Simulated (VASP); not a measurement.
CsRb3:

```xyz
4
Lattice="7.3000 0.0000 0.0000 0.0000 7.3000 0.0000 0.0000 0.0000 7.3000" Properties=species:S:1:pos:R:3 pbc="T T T"
Cs    0.0000    0.0000    0.0000
Rb    0.0000    3.6500    3.6500
Rb    3.6500    0.0000    3.6500
Rb    3.6500    3.6500    0.0000
```

| Property | Result |
| --- | --- |
| Program | VASP 6.6.1 |
| Task | relaxation of cell and atoms |
| Functional | PBEsol |
| Potentials or basis | VASP PAW PBE potentials, release 64 (Cs_sv, Rb_sv) |
| Cutoff | 600 eV |
| k mesh | 6 × 6 × 6 |
| Occupations | methfessel-paxton, width 0.1 eV |
| Spin | no spin polarisation |

At the start: pressure -0.1 GPa; volume 97.25 Å³/atom.

Problem. Where does the relaxation end?

Solution. Over 5 steps the energy falls by 2.4 meV/atom and the volume is 91.95 Å³/atom (-5.5 %); space group Pm-3m (No. 221, to 0.1 Å) before and after.

Step by step:
```csv
step,energy change (eV),largest force (eV/Å),pressure (GPa),volume (Å³)
1,0.0000,0.0000,-0.13,389.02
2,-0.0035,0.0000,-0.11,384.44
3,-0.0081,0.0000,-0.05,375.51
4,-0.0072,0.0000,0.07,358.06
5,-0.0095,0.0000,0.00,367.79
```

Final structure:
```
Cs Rb
1.0
     7.16474    0.00000    0.00000
     0.00000    7.16474    0.00000
     0.00000    0.00000    7.16474
Cs Rb
1 3
Direct
  0.00000 0.00000 0.00000
  0.00000 0.50000 0.50000
  0.50000 0.00000 0.50000
  0.50000 0.50000 0.00000
```

Caveat: the PAW data sets were made with another functional, which shifts forces and pressure a little.
